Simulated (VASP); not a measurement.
Here is a VASP 6.6.1 calculation.

File INCAR:

```
ALGO = Normal
EDIFF = 1E-6
EDIFFG = -0.01
ENCUT = 520
GGA = PE
IBRION = 2
ISIF = 2
ISMEAR = 1
LASPH = True
LCHARG = False
LREAL = False
LWAVE = False
NELM = 60
NSW = 100
PREC = Accurate
SIGMA = 0.1412
```

File KPOINTS:

```
k-points
0
Gamma
  8 8 5
```

The input POSCAR:

```
Ce
1.0
    1.5470000000      3.0035000000      0.0000000000
    1.5470000000     -3.0035000000      0.0000000000
    0.0000000000      0.0000000000     -5.2460000000
Ce
2
Direct
    0.1050000000      0.8950000000      0.7500000000
    0.8950000000      0.1050000000      0.2500000000
```

Potentials or basis: VASP PAW PBE potentials, release 64 (Ce).

Launch:

```bash
$ cat potpaw_PBE.64/Ce/POTCAR > POTCAR
$ mpirun -np 1 vasp_std > vasp.out
```

Problem. Estimate the band gap on the k mesh.

Solution. Zero (bands 12 and 13 overlap by 0.67 eV).

Problem. What does it give for the energy gained by relaxing?

Solution. 1.8 meV/atom.

Stress tensor (GPa, compression positive):
```
2.57 0.00 0.00
0.00 3.67 0.00
0.00 0.00 2.17
```

Caveat: spin-orbit coupling is left out, which moves the levels of the heavy elements; semilocal functionals describe open f shells poorly, which spoils levels, moments and volumes. Spin polarisation is off, so any magnetic state and its effect on volume and gap are missing.
